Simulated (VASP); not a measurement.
## BaTiO3: single point with revPBE

BaTiO3:

```
Ba Ti O
1.0
     4.07825    0.00000    0.00000
     0.00000    4.07825    0.00000
     0.00000    0.00000    4.09680
Ba Ti O
1 1 3
Direct
  0.00000 0.00000 0.00000
  0.50000 0.50000 0.49000
  0.00000 0.50000 0.51700
  0.50000 0.00000 0.51700
  0.50000 0.50000 0.01900
```

- Program: VASP 6.6.1
- Task: single point
- Functional: revPBE
- Potentials or basis: VASP PAW PBE potentials, release 64 (Ba_sv, Ti_sv, O_h)
- Cutoff: 910 eV
- k mesh: 7 × 7 × 7
- Occupations: fermi-dirac, width 0.05 eV
- Spin: no spin polarisation
- Dipole correction: no
- Second run: hard_potentials
- Further INCAR settings: ALGO = Normal; EDIFF = 1e-06; NBANDS = 28

The pressure is -2.3 GPa, the largest force is 0.620 eV/Å and the band gap on the k mesh is 1.77 eV, indirect (least direct gap 2.00 eV).

Forces on the atoms (eV/Å):
```
Ba   0.000  0.000  0.031
Ti   0.000  0.000 -0.398
O    0.000  0.000 -0.126
O    0.000  0.000 -0.126
O    0.000  0.000  0.620
```

Stress tensor (GPa, compression positive):
```
-2.55  0.00  0.00
 0.00 -2.55  0.00
 0.00  0.00 -1.88
```

Levels at points of the mesh, in eV from the valence-band top:
| k point | band 16 | band 17 | band 18 | band 19 | band 20 | band 21 | band 22 | band 23 | band 24 | band 25 |
| --- | --- | --- | --- | --- | --- | --- | --- | --- | --- | --- |
| (0.00, 0.00, 0.00) | -1.04 | -0.95 | -0.26 | -0.24 | -0.24 | 1.77 | 1.97 | 1.97 | 3.65 | 3.75 |

Wall time 97 s on 1 thread of Intel(R) Xeon(R) 6975P-C (Granite Rapids), on a shared host, peak memory 0.36 GiB.

Caveat: the cutoff is under 1.25 times the usual one of these potentials, so pressure, stress and relaxed cells hold a basis-set (Pulay) error; the PAW data sets were made with another functional, which shifts forces and pressure a little; spin-orbit coupling is left out, which moves the levels of the heavy elements. A k mesh can miss the band edges.
